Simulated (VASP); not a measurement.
Cs:

```
Cs
1.0
     4.92260    0.00000    0.00000
     0.00000    4.92260    0.00000
     0.00000    0.00000    4.92260
Cs
1
Cartesian
  0.0000 0.0000 0.0000
```

This isn't the form of Cs at room conditions, which is bcc.

* Program: VASP 6.6.1
* Task: relaxation of cell and atoms
* Functional: r2SCAN
* Potentials or basis: VASP PAW PBE potentials, release 64 (Cs_sv)
* Cutoff: 600 eV
* k mesh: 7 × 7 × 7
* Occupations: fermi-dirac, width 0.1 eV
* Spin: no spin polarisation

At the start: pressure 0.1 GPa; volume 119.28 Å³/atom.

Problem. How do energy, volume and symmetry change on relaxing?

Solution. Over 5 steps the energy falls by 2.6 meV/atom and the volume is 127.31 Å³/atom (+6.7 %); space group Pm-3m (No. 221, to 0.1 Å) before and after.

Step by step:
| step | energy change (eV) | largest force (eV/Å) | pressure (GPa) | volume (Å³) |
| --- | --- | --- | --- | --- |
| 1 | 0.0000 | 0.0000 | 0.11 | 119.28 |
| 2 | -0.0009 | 0.0000 | 0.09 | 120.71 |
| 3 | -0.0024 | 0.0000 | 0.03 | 125.05 |
| 4 | -0.0011 | 0.0000 | -0.08 | 134.05 |
| 5 | -0.0026 | 0.0000 | 0.00 | 127.31 |

Final structure:
```
Cs
1.0
     5.03061    0.00000    0.00000
     0.00000    5.03061    0.00000
     0.00000    0.00000    5.03061
Cs
1
Direct
  0.00000 0.00000 0.00000
```

Caveat: the PAW data sets were made with another functional, which shifts forces and pressure a little.
